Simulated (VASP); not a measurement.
# SbP3S4 (P-43m) in VASP: notebook

SbP3S4 is run at these levels: PBE; tasks: single point, relaxation of cell and atoms.

All numbers are computed with VASP 6.6.1; they aren't measurements. Logs are shortened: lines on timing, memory, paths and dates and some standing lists are left out, and cuts for length are marked.

## (1) The cell of the first run

It takes space group P-43m (No. 215, cubic). The conventional cell has a = 6.301 Å, b = 6.301 Å, c = 6.301 Å, α = 90.00°, β = 90.00°, γ = 90.00°. Sb (site symmetry -43m) has 4 S at 2.52 Å and 6 P at 3.15 Å within 3.3 Å. P (site symmetry -42m) has 4 S at 2.67 Å and 2 Sb at 3.15 Å within 3.5 Å. Within 3.3 Å of S (site symmetry 3m) lie 1 Sb at 2.52 Å and 3 P at 2.67 Å.

## (2) Single point, PBE

File INCAR:

```
PREC     = Accurate       # precision mode
ENCUT    = 520            # plane-wave cutoff, eV
EDIFF    = 1E-6           # SCF threshold, eV
ISMEAR   = 0              # smearing method
SIGMA    = 0.1            # smearing width, eV
LREAL    = False          # projectors in reciprocal space
LASPH    = True           # aspherical terms in the spheres
NELM     = 60             # most SCF steps
ALGO     = Normal         # electronic algorithm
ISIF     = 2              # what is computed and relaxed
LWAVE    = False          # write WAVECAR
LCHARG   = False          # write CHGCAR
GGA      = PE             # functional
NBANDS   = 32             # bands
```

File KPOINTS:

```
Automatic mesh
0
Gamma
  4 4 4
```

File POSCAR:

```
SbP3S4
1.0
    6.3012392262      0.0000000000      0.0000000000
    0.0000000000      6.3012392262      0.0000000000
    0.0000000000      0.0000000000      6.3012392262
Sb P S
1 3 4
Direct
    0.0000000000      0.0000000000      0.0000000000
    0.5000000000      0.0000000000      0.0000000000
    0.0000000000      0.5000000000      0.0000000000
    0.0000000000      0.0000000000      0.5000000000
    0.2307302542      0.2307302542      0.2307302542
    0.2307302542      0.7692697458      0.7692697458
    0.7692697458      0.7692697458      0.2307302542
    0.7692697458      0.2307302542      0.7692697458
```

Potentials or basis: VASP PAW PBE potentials, release 64 (Sb, P, S).

On the command line:

```bash
> cat potpaw_PBE.64/Sb/POTCAR potpaw_PBE.64/P/POTCAR potpaw_PBE.64/S/POTCAR > POTCAR
> mpirun -np 1 vasp_std > vasp.out
```

OUTCAR:

```text
PREC = Accurate
   ENCUT = 520
   EDIFF = 1E-6
   ISMEAR = 0
   LREAL = False
   LASPH = True
   NELM = 60
   ISIF = 2
   GGA = PE

 ion  position               nearest neighbor table
   1  0.000  0.000  0.000-   5 2.52   6 2.52   7 2.52   8 2.52   3 3.15   4 3.15   2 3.15   4 3.15
                             3 3.15   2 3.15
   2  0.500  0.000  0.000-   5 2.67   6 2.67   7 2.67   8 2.67   1 3.15   1 3.15
   3  0.000  0.500  0.000-   5 2.67   6 2.67   7 2.67   8 2.67   1 3.15   1 3.15
   4  0.000  0.000  0.500-   5 2.67   6 2.67   7 2.67   8 2.67   1 3.15   1 3.15
   5  0.231  0.231  0.231-   1 2.52   2 2.67   3 2.67   4 2.67
   6  0.231  0.769  0.769-   1 2.52   2 2.67   3 2.67   4 2.67
   7  0.769  0.769  0.231-   1 2.52   2 2.67   3 2.67   4 2.67
   8  0.769  0.231  0.769-   1 2.52   2 2.67   3 2.67   4 2.67

  LATTYP: Found a simple cubic cell.
 ALAT       =     6.3012392262

  Lattice vectors:

 A1 = (   6.3012392262,   0.0000000000,   0.0000000000)
 A2 = (   0.0000000000,   6.3012392262,   0.0000000000)
 A3 = (   0.0000000000,   0.0000000000,   6.3012392262)

Analysis of symmetry for initial positions (statically):
=====================================================================
 Subroutine PRICEL returns:
 Original cell was already a primitive cell.

 Routine SETGRP: Setting up the symmetry group for a
 simple cubic supercell.

 Subroutine GETGRP returns: Found 24 space group operations
 (whereof 24 operations were pure point group operations)
 out of a pool of 48 trial point group operations.

The static configuration has the point symmetry T_d .

Analysis of symmetry for dynamics (positions and initial velocities):
=====================================================================
 Subroutine PRICEL returns:
 Original cell was already a primitive cell.

 Routine SETGRP: Setting up the symmetry group for a
 simple cubic supercell.

 Subroutine GETGRP returns: Found 24 space group operations
 (whereof 24 operations were pure point group operations)
 out of a pool of 48 trial point group operations.

The dynamic configuration has the point symmetry T_d .

 Subroutine INISYM returns: Found 24 space group operations
 (whereof 24 operations are pure point group operations),
 and found     1 'primitive' translations

----------------------------------------------------------------------------------------

                                     Primitive cell

  volume of cell :     250.1946

  direct lattice vectors                    reciprocal lattice vectors
     6.301239226  0.000000000  0.000000000     0.158698942  0.000000000  0.000000000
     0.000000000  6.301239226  0.000000000     0.000000000  0.158698942  0.000000000
     0.000000000  0.000000000  6.301239226     0.000000000  0.000000000  0.158698942

  length of vectors
     6.301239226  6.301239226  6.301239226     0.158698942  0.158698942  0.158698942

  position of ions in fractional coordinates (direct lattice)
     0.000000000  0.000000000  0.000000000
     0.500000000  0.000000000  0.000000000
     0.000000000  0.500000000  0.000000000
     0.000000000  0.000000000  0.500000000
     0.230730254  0.230730254  0.230730254
     0.230730254  0.769269746  0.769269746
     0.769269746  0.769269746  0.230730254
     0.769269746  0.230730254  0.769269746

  ion indices of the primitive-cell ions
   primitive index   ion index
                 1           1
                 2           2
                 3           3
                 4           4
                 5           5
                 6           6
                 7           7
                 8           8

----------------------------------------------------------------------------------------

 KPOINTS: Automatic mesh

Automatic generation of k-mesh.
 Grid dimensions read from file:
 generate k-points for:    4    4    4

 Generating k-lattice:

  Cartesian coordinates                     Fractional coordinates (reciprocal lattice)
     0.039674736  0.000000000  0.000000000     0.250000000  0.000000000  0.000000000
     0.000000000  0.039674736  0.000000000     0.000000000  0.250000000  0.000000000
     0.000000000  0.000000000  0.039674736     0.000000000  0.000000000  0.250000000

  Length of vectors
     0.039674736  0.039674736  0.039674736

  Shift w.r.t. Gamma in fractional coordinates (k-lattice)
     0.000000000  0.000000000  0.000000000

 Subroutine IBZKPT returns following result:
 ===========================================

 Found     10 irreducible k-points:

 Following reciprocal coordinates:
            Coordinates               Weight
  0.000000  0.000000  0.000000      1.000000
  0.250000  0.000000  0.000000      6.000000
  0.500000  0.000000  0.000000      3.000000
  0.250000  0.250000  0.000000     12.000000
  0.500000  0.250000  0.000000     12.000000
  0.500000  0.500000  0.000000      3.000000
  0.250000  0.250000  0.250000      8.000000
  0.500000  0.250000  0.250000     12.000000
  0.500000  0.500000  0.250000      6.000000
  0.500000  0.500000  0.500000      1.000000
   k-points           NKPTS =     10   k-points in BZ     NKDIM =     10   number of bands    NBANDS=     32
   number of dos      NEDOS =    301   number of ions     NIONS =      8
   total plane-waves  NPLWV = 110592
   dimension x,y,z NGX =    48 NGY =   48 NGZ =   48
   dimension x,y,z NGXF=    96 NGYF=   96 NGZF=   96
   ions per type =               1   3   4
   NGX,Y,Z   is equivalent  to a cutoff of  12.66, 12.66, 12.66 a.u.
   NGXF,Y,Z  is equivalent  to a cutoff of  25.33, 25.33, 25.33 a.u.
 SYSTEM =  unknown system
   PREC   = accura    normal or accurate (medium, high low for compatibility)
   ISTART =      0    job   : 0-new  1-cont  2-samecut
   ICHARG =      2    charge: 1-file 2-atom 10-const
   ISPIN  =      1    spin polarized calculation?
   LNONCOLLINEAR =      F non collinear calculations
   LSORBIT =      F    spin-orbit coupling
   LASPH  =      T    aspherical Exc in radial PAW
   ENCUT  =  520.0 eV  38.22 Ry    6.18 a.u.  11.72 11.72 11.72*2*pi/ulx,y,z
   NELM   =     60;   NELMIN=  2; NELMDL= -5     # of ELM steps
   EDIFF  = 0.1E-05   stopping-criterion for ELM
   LREAL  =      F    real-space projection
   EDIFFG = 0.1E-04   stopping-criterion for IOM
   NSW    =      0    number of steps for IOM
   IBRION =     -1    ionic relax: 0-MD 1-quasi-New 2-CG
   NFREE  =      0    steps in history (QN), initial steepest desc. (CG)
   ISIF   =      2    stress and relaxation
   ISYM   =      2    0-nonsym 1-usesym 2-fastsym
   POTIM  = 0.5000    time-step for ionic-motion
   TEBEG  =    0.0;   TEEND  =   0.0 temperature during run
   PSTRESS=    0.0 pullay stress
   NELECT =      44.0000    total number of electrons
   NUPDOWN=      -1.0000    fix difference up-down
   EMIN   =  10.00;   EMAX   =-10.00  energy-range for DOS
   EFERMI =   0.00;   METHOD = LEGACY
   ISMEAR =     0;   SIGMA  =   0.10  broadening in eV -4-tet -1-fermi 0-gaus
   EFERMI_NEDOS =   21; number of points for ismear=-14 and -15
   IALGO  =     38    algorithm
   IMIX   =      4    mixing-type and parameters
     AMIX     =   0.40;   BMIX     =  1.00
     AMIX_MAG =   1.60;   BMIX_MAG =  1.00
  volume/ion in A,a.u.               =      31.27       211.05
  Fermi-wavevector in a.u.,A,eV,Ry     =   0.917205  1.733266 11.446106  0.841265
  Thomas-Fermi vector in A             =   2.042147
   LORBIT       =      0    0 simple, 1 ext, 2 COOP (PROOUT), +10 PAW based schemes
   GGA     = PE    functional components
   LHFCALC =     F    Hartree Fock is set to
   AEXX    =    0.0000 exact exchange contribution
   IVDW    =     0    specifies the selected vdW correction
   LEPSILON=     F    determine dielectric tensor
   LRPA    =     F    only Hartree local field effects (RPA)
 non-spin polarized calculation
 Gauss-broadening in eV      SIGMA  =   0.10
  energy-cutoff  :      520.00
  volume of cell :      250.19
 maximum number of plane-waves:      6816
 NGX is ok and might be reduce to    48
   NGX = 23   NGY = 23   NGZ = 23

 number of electron      44.0000014 magnetization

 Free energy of the ion-electron system (eV)
  ---------------------------------------------------
  ext. energy  EPLUGINS =         0.00000000
  ---------------------------------------------------
  free energy    TOTEN  =       -29.85573133 eV

  energy without entropy =      -29.84443523  energy(sigma->0) =      -29.85008328

 E-fermi :   2.5912     XC(G=0):  -7.6187

 val. band max:        2.5410421142   @ k =   0.2500   0.2500   0.2500
 cond. band min:       2.7003299500   @ k =   0.5000   0.2500   0.0000
 fundamental gap:      0.1592878358
 Fermi energy:         2.5912145400

 k-point     1 :       0.0000    0.0000    0.0000
  band No.  band energies     occupation
      1     -12.4872      2.00000
      2     -10.8115      2.00000
      3     -10.8115      2.00000
      4     -10.8115      2.00000
      5      -7.8966      2.00000
      6      -7.8966      2.00000
[... 24 lines left out ...]
     31       5.2707      0.00000
     32       5.2707      0.00000

 k-point     2 :       0.2500    0.0000    0.0000
  band No.  band energies     occupation
      1     -12.4052      2.00000
      2     -11.0057      2.00000
      3     -10.8089      2.00000
      4     -10.8089      2.00000
      5      -7.8922      2.00000
      6      -7.6101      2.00000
[... 24 lines left out ...]
     31       5.5771      0.00000
     32       5.5771      0.00000

 k-point     3 :       0.5000    0.0000    0.0000
  band No.  band energies     occupation
      1     -12.3025      2.00000
      2     -11.2082      2.00000
      3     -10.8063      2.00000
      4     -10.8063      2.00000
      5      -7.8878      2.00000
      6      -7.1672      2.00000
[... 24 lines left out ...]
     31       5.7353      0.00000
     32       5.7353      0.00000

 k-point     4 :       0.2500    0.2500    0.0000
  band No.  band energies     occupation
      1     -12.3212      2.00000
      2     -11.0150      2.00000
      3     -10.9773      2.00000
      4     -10.8107      2.00000
      5      -7.7326      2.00000
      6      -7.5249      2.00000
[... 24 lines left out ...]
     31       5.0147      0.00000
     32       5.7520      0.00000

 k-point     5 :       0.5000    0.2500    0.0000
  band No.  band energies     occupation
      1     -12.2144      2.00000
      2     -11.1965      2.00000
      3     -10.9858      2.00000
      4     -10.8128      2.00000
      5      -7.6821      2.00000
      6      -7.1835      2.00000
[... 24 lines left out ...]
     31       5.1071      0.00000
     32       5.7962      0.00000

 k-point     6 :       0.5000    0.5000    0.0000
  band No.  band energies     occupation
      1     -12.0997      2.00000
      2     -11.1841      2.00000
      3     -11.1841      2.00000
      4     -10.8198      2.00000
      5      -7.2936      2.00000
      6      -7.1996      2.00000
[... 24 lines left out ...]
     31       4.7382      0.00000
     32       5.7513      0.00000

 k-point     7 :       0.2500    0.2500    0.2500
  band No.  band energies     occupation
      1     -12.2351      2.00000
      2     -11.0108      2.00000
      3     -11.0108      2.00000
      4     -10.9480      2.00000
      5      -7.5342      2.00000
      6      -7.5342      2.00000
[... 24 lines left out ...]
     31       5.1283      0.00000
     32       5.1283      0.00000

 k-point     8 :       0.5000    0.2500    0.2500
  band No.  band energies     occupation
      1     -12.1239      2.00000
      2     -11.1878      2.00000
      3     -11.0065      2.00000
      4     -10.9595      2.00000
      5      -7.5436      2.00000
      6      -7.2054      2.00000
[... 24 lines left out ...]
     31       5.1039      0.00000
     32       5.1754      0.00000

 k-point     9 :       0.5000    0.5000    0.2500
  band No.  band energies     occupation
      1     -12.0036      2.00000
      2     -11.1789      2.00000
      3     -11.1789      2.00000
      4     -10.9795      2.00000
      5      -7.2750      2.00000
      6      -7.2268      2.00000
[... 24 lines left out ...]
     31       4.6116      0.00000
     32       5.1770      0.00000

 k-point    10 :       0.5000    0.5000    0.5000
  band No.  band energies     occupation
      1     -11.8704      2.00000
      2     -11.1737      2.00000
      3     -11.1737      2.00000
      4     -11.1737      2.00000
      5      -7.2537      2.00000
      6      -7.2537      2.00000
[... 24 lines left out ...]
     31       4.5373      0.00000
     32       4.5373      0.00000

------------------------ aborting loop because EDIFF is reached ----------------------------------------

  FORCE on cell =-STRESS in cart. coord.  units (eV):
  Direction    XX          YY          ZZ          XY          YZ          ZX
  --------------------------------------------------------------------------------------
  -------------------------------------------------------------------------------------
  Total        0.4881107      0.4881107      0.4881107      0.0000000      0.0000000      0.0000000
  in kB        3.1257266      3.1257266      3.1257266      0.0000000      0.0000000      0.0000000
  external PRESSURE =       3.1257266 kB  Pullay stress =       0.0000000 kB

 VOLUME and BASIS-vectors are now :
 -----------------------------------------------------------------------------
  energy-cutoff  :      520.00
  volume of cell :      250.19
      direct lattice vectors                 reciprocal lattice vectors
     6.301239226  0.000000000  0.000000000     0.158698942  0.000000000  0.000000000
     0.000000000  6.301239226  0.000000000     0.000000000  0.158698942  0.000000000
     0.000000000  0.000000000  6.301239226     0.000000000  0.000000000  0.158698942

 POSITION                                       TOTAL-FORCE (eV/Angst)
 -----------------------------------------------------------------------------------
      0.00000      0.00000      0.00000         0.000000      0.000000      0.000000
      3.15062      0.00000      0.00000        -0.000000      0.000000      0.000000
      0.00000      3.15062      0.00000         0.000000      0.000000      0.000000
      0.00000      0.00000      3.15062        -0.000000      0.000000      0.000000
      1.45389      1.45389      1.45389         0.027650      0.027650      0.027650
      1.45389      4.84735      4.84735         0.027650     -0.027650     -0.027650
      4.84735      4.84735      1.45389        -0.027650     -0.027650      0.027650
      4.84735      1.45389      4.84735        -0.027650      0.027650     -0.027650
 -----------------------------------------------------------------------------------
    total drift:                               -0.000000     -0.000000     -0.000000

  FREE ENERGIE OF THE ION-ELECTRON SYSTEM (eV)
  ---------------------------------------------------
  free  energy   TOTEN  =       -29.8557313328 eV

  energy  without entropy=      -29.8444352298  energy(sigma->0) =      -29.85008328
```

Run time: 1.7 min. Hardware: 1 thread of Oxide Virtual Turin-like, shared host; peak memory 0.32 GiB.

What came out:

```
Free energy            : -29.8557 eV
Pressure               : 0.3 GPa
Largest force          : 0.048 eV/Å
Band gap on the k mesh : zero (band 22 reaches 2.95 eV, above the bottom of band 23 at 1.95 eV)
```

Forces on the atoms (eV/Å):
```
Sb   0.000  0.000  0.000
P    0.000  0.000  0.000
P    0.000  0.000  0.000
P    0.000  0.000  0.000
S    0.028  0.028  0.028
S    0.028 -0.028 -0.028
S   -0.028 -0.028  0.028
S   -0.028  0.028 -0.028
```

Levels at points of the mesh, in eV from the Fermi level:
| k point | band 18 | band 19 | band 20 | band 21 | band 22 | band 23 | band 24 | band 25 | band 26 | band 27 |
| --- | --- | --- | --- | --- | --- | --- | --- | --- | --- | --- |
| (0.00, 0.00, 0.00) | -1.49 | -1.49 | -1.18 | -1.18 | -1.18 | -0.64 | 0.93 | 0.93 | 0.93 | 2.30 |
| (0.50, 0.00, 0.00) | -2.06 | -1.18 | -1.12 | -0.32 | -0.32 | -0.21 | 0.43 | 0.75 | 0.75 | 1.42 |
| (0.50, 0.50, 0.00) | -2.77 | -2.55 | -0.48 | -0.47 | 0.31 | 0.31 | 0.53 | 0.87 | 0.92 | 1.12 |
| (0.50, 0.50, 0.50) | -3.42 | -3.42 | -1.38 | 0.36 | 0.36 | 0.36 | 0.91 | 0.91 | 0.97 | 1.65 |

Caveat: spin-orbit coupling is left out, which moves the levels of the heavy elements.

## (3) Single point, PBE

This run uses another cell than the first one, of 31.57 Å³/atom, 1.010 times its volume.

File INCAR:

```
SYSTEM = SbP3S4
ALGO = Normal ; EDIFF = 1E-7
ENCUT = 520 ; GGA = PE
ISIF = 2 ; ISMEAR = 0
LASPH = .True. ; LCHARG = .False.
LREAL = .False. ; LWAVE = .False.
NBANDS = 32 ; NELM = 60
PREC = Accurate ; SIGMA = 0.1
```

File KPOINTS:

```
k-points
0
Gamma
  6 6 6
  0 0 0
```

File POSCAR:

```
SbP3S4
1.0
    6.3211383168      0.0000000000      0.0000000000
    0.0000000000      6.3211383168      0.0000000000
    0.0000000000      0.0000000000      6.3211383168
Sb P S
1 3 4
Direct
    0.0000000000      0.0000000000      0.0000000000
    0.5000000000      0.0000000000      0.0000000000
    0.0000000000      0.5000000000      0.0000000000
    0.0000000000      0.0000000000      0.5000000000
    0.2308666292      0.2308666292      0.2308666292
    0.2308666292      0.7691333708      0.7691333708
    0.7691333708      0.7691333708      0.2308666292
    0.7691333708      0.2308666292      0.7691333708
```

Potentials or basis: VASP PAW PBE potentials, release 64 (Sb, P, S).

On the command line:

```bash
> cat potpaw_PBE.64/Sb/POTCAR potpaw_PBE.64/P/POTCAR potpaw_PBE.64/S/POTCAR > POTCAR
> mpirun -np 1 vasp_std > vasp.out
```

Run time: 4.6 min. Hardware: 1 thread of Oxide Virtual Turin-like, shared host; peak memory 0.37 GiB.

Results (log left out):

```yaml
Free_energy: -29.8363 eV
Pressure: -0.1 GPa
Largest_force: 0.015 eV/Å
Band_gap_on_the_k_mesh: zero (band 22 reaches 2.88 eV, above the bottom of band 23 at 1.85 eV)
```

Forces on the atoms (eV/Å):
```
Sb   0.000  0.000  0.000
P    0.000  0.000  0.000
P    0.000  0.000  0.000
P    0.000  0.000  0.000
S   -0.009 -0.009 -0.009
S   -0.009  0.009  0.009
S    0.009  0.009 -0.009
S    0.009 -0.009  0.009
```

Levels at points of the mesh, in eV from the Fermi level:
```
           k point  band 20  band 21  band 22  band 23  band 24  band 25
(0.00, 0.00, 0.00)    -1.16    -1.16    -1.16    -0.65     0.93     0.93
(0.50, 0.00, 0.00)    -1.12    -0.31    -0.31    -0.23     0.44     0.77
(0.50, 0.50, 0.00)    -0.50    -0.46     0.32     0.32     0.55     0.87
(0.50, 0.50, 0.50)    -1.38     0.38     0.38     0.38     0.91     0.91
```

Caveat: spin-orbit coupling is left out, which moves the levels of the heavy elements.

(Continued in part 2 of 2.)
